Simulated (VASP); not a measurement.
Runs of VASP 6.6.1 on Sr. The structure is that of space group P6_3/mmc (No. 194), or close to it. The cells are those of the table. This isn't the form of Sr at room conditions, which is fcc.

```csv
cell,gap on the mesh (eV),pressure (GPa)
"a = 4.138, b = 4.138, c = 7.050 Å, angles 90.0, 90.0, 120.0°, 2 atoms",none,(a)
"a = 4.310, b = 4.310, c = 6.486 Å, angles 90.0, 90.0, 120.0°, 2 atoms",none,1.3
"a = 3.965, b = 3.965, c = 7.614 Å, angles 90.0, 90.0, 120.0°, 2 atoms",none,1.5
"a = 4.138, b = 4.138, c = 6.768 Å, angles 90.0, 90.0, 120.0°, 2 atoms",none,1.9
```

Alike in all rows: task single point; level r2SCAN; potentials or basis VASP PAW PBE potentials, release 64 (Sr_sv); no spin polarisation; k mesh 12 × 12 × 8; cutoff (eV) 520; smearing gaussian 0.15 eV.

Question: Fill in the values left out.

Answer: (a) 1.2.

Caveats: the PAW data sets were made with another functional, which shifts forces and pressure a little; the stress differs along the axes, from -2 to 3 GPa (at least some runs).

A k mesh can miss the band edges, and the runs leave out spin-orbit coupling on Sr.

A gap of «none» marks levels without a gap at the run's occupations.
